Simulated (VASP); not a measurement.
Pt, 1 atom in the cell. Symmetry: Im-3m, No. 229, cubic system. The conventional cell has a = 3.168 Å, b = 3.168 Å, c = 3.168 Å, α = 90.00°, β = 90.00°, γ = 90.00°. Within 3.6 Å of Pt (site symmetry m-3m) lie 14 Pt at 2.74 to 3.17 Å. 

| Property | Result |
| --- | --- |
| Program | VASP 6.6.1 |
| Task | single point |
| Functional | PBE |
| Potentials or basis | VASP PAW PBE potentials, release 64 (Pt) |
| Cutoff | 500 eV |
| k mesh | 10 × 10 × 10 |
| Occupations | fermi-dirac, width 0.1 eV |
| Spin | no spin polarisation |
| Dipole correction | no |
| Further INCAR settings | ALGO = Normal; EDIFF = 1e-06; NBANDS = 11 |

Potentials or basis: VASP PAW PBE potentials, release 64 (Pt).

The run is started by

```console
$ cat potpaw_PBE.64/Pt/POTCAR > POTCAR
$ mpirun -np 1 vasp_std > vasp.out
```

Hardware: 1 thread of Intel(R) Xeon(R) Platinum 8488C (Sapphire Rapids), on a shared host.

Task: Estimate the wall time of this run.

Result: It took 4.7 s on 1 thread of Intel(R) Xeon(R) Platinum 8488C (Sapphire Rapids) (shared host), peak memory 0.12 GiB. Counts: scf iterations 11, k points 47.
